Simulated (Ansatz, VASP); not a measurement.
**One calculation of La, two programs**

```
La
1.0
     0.00000    2.66554    2.66554
     2.66554    0.00000    2.66554
     2.66554    2.66554    0.00000
La
1
Direct
  0.00000 0.00000 0.00000
```

Change from the starting cell: volume scaled by 1.02.

Alike in both runs: task single point; functional PBE; k mesh 12 × 12 × 12; occupations fermi-dirac, width 0.05 eV; no spin polarisation.

|  | VASP | Ansatz |
| --- | --- | --- |
| version | VASP 6.6.1 | Ansatz 0.2.0 |
| potentials or method | VASP PAW PBE potentials, release 64 (La), cutoff 520 eV | all-electron LAPW, scalar-relativistic |

```csv
,VASP,Ansatz,Ansatz less VASP
pressure (GPa),-0.7,-0.7,-0.03
```

Ansatz ran all-electron here, and VASP with PAW potentials.

Spin-orbit coupling is off throughout.
